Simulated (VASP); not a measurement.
Al, 9 atoms in the cell. The cell holds a slab with vacuum, 9 atoms: a = 2.854 Å, b = 2.854 Å, c = 34.261 Å, α = 90.00°, β = 90.00°, γ = 120.00°. 

| Property | Result |
| --- | --- |
| Program | VASP 6.6.1 |
| Task | single point |
| Functional | PBE |
| Potentials or basis | VASP PAW PBE potentials, release 64 (Al) |
| Cutoff | 520 eV |
| k mesh | 9 × 9 × 1 |
| Occupations | tetrahedron |
| Spin | no spin polarisation |
| Dipole correction | yes |
| Further INCAR settings | ALGO = Normal; EDIFF = 1e-06; NBANDS = 24 |

Potentials or basis: VASP PAW PBE potentials, release 64 (Al).

Run with:

```sh
$ cat potpaw_PBE.64/Al/POTCAR > POTCAR
$ mpirun -np 1 vasp_std > vasp.out
```

Hardware: 1 thread of Intel(R) Xeon(R) Platinum 8488C (Sapphire Rapids), with other jobs on the host.

Problem. How long does it take, and how much memory?

Solution. It took 110 s on 1 thread of Intel(R) Xeon(R) Platinum 8488C (Sapphire Rapids), on a shared host, peak memory 0.36 GiB. Counts: scf iterations 29, k points 12.
